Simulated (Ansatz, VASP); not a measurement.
## Ba in VASP and in Ansatz

File INCAR:

```
SYSTEM = Ba
  ALGO = Normal
  EDIFF = 1E-6
  ENCUT = 520
  GGA = CA
  ISIF = 2
  ISMEAR = 0
  LASPH = .TRUE.
  LCHARG = .TRUE.
  LELF = .TRUE.
  LREAL = .FALSE.
  LVHAR = .TRUE.
  LWAVE = .FALSE.
  NBANDS = 11
  NELM = 100
  PREC = Accurate
  SIGMA = 0.15
```

Contents of KPOINTS:

```
k-points
0
G
  12 12 12
  0 0 0
```

Contents of POSCAR:

```
Ba
1.0
    3.9177175405      0.0000000000      0.0000000000
    0.0000000000      3.9177175405      0.0000000000
    0.0000000000      0.0000000000      3.8001860143
Ba
1
Direct
    0.0000000000      0.0000000000      0.0000000000
```

Input for Ansatz:

```yaml
crystal:
  lattice:
    - [3.9177175405, 0.0, 0.0]
    - [0.0, 3.9177175405, 0.0]
    - [0.0, 0.0, 3.8001860143]
  atoms:
    - { symbol: Ba, position: [0.0, 0.0, 0.0] }
basis:
  ecutwfc: 420
kpoints:
  mp_grid: { grid: [12, 12, 12] }
hamiltonian:
  xc: lda
scf:
  occupations: { method: gaussian, width: 0.15 }
output:
  forces: true
  stress: true
  eigenvalues: true
```

Change from the starting cell: strain -0.0300 x Voigt [0, 0, 1, 0, 0, 0], atoms carried along.

Alike in both runs: task single point; functional LDA; k mesh 12 × 12 × 12; occupations gaussian, width 0.15 eV; no spin polarisation.

```csv
,VASP,Ansatz
version,VASP 6.6.1,Ansatz 0.2.0
potentials or method,"VASP PAW LDA potentials, release 64 (Ba_sv), cutoff 520 eV","scalar-relativistic, plane waves, PAW"
valence electrons in the cell,10,10
```

|  | VASP | Ansatz | Ansatz less VASP |
| --- | --- | --- | --- |
| gap on the k mesh at the Fermi level (eV) | none | none | - |
| pressure (GPa) | -0.9 | -1.0 | -0.12 |
| traceless stress, the component that is largest in VASP (GPa) | 0.58 | 0.58 | +0.003 |

LDA's correlation is that of Perdew and Zunger in VASP and of Perdew and Wang (1992) in Ansatz. A gap of «none» marks a metal or a gap that the smearing closes.

Neither program's run includes spin-orbit coupling.
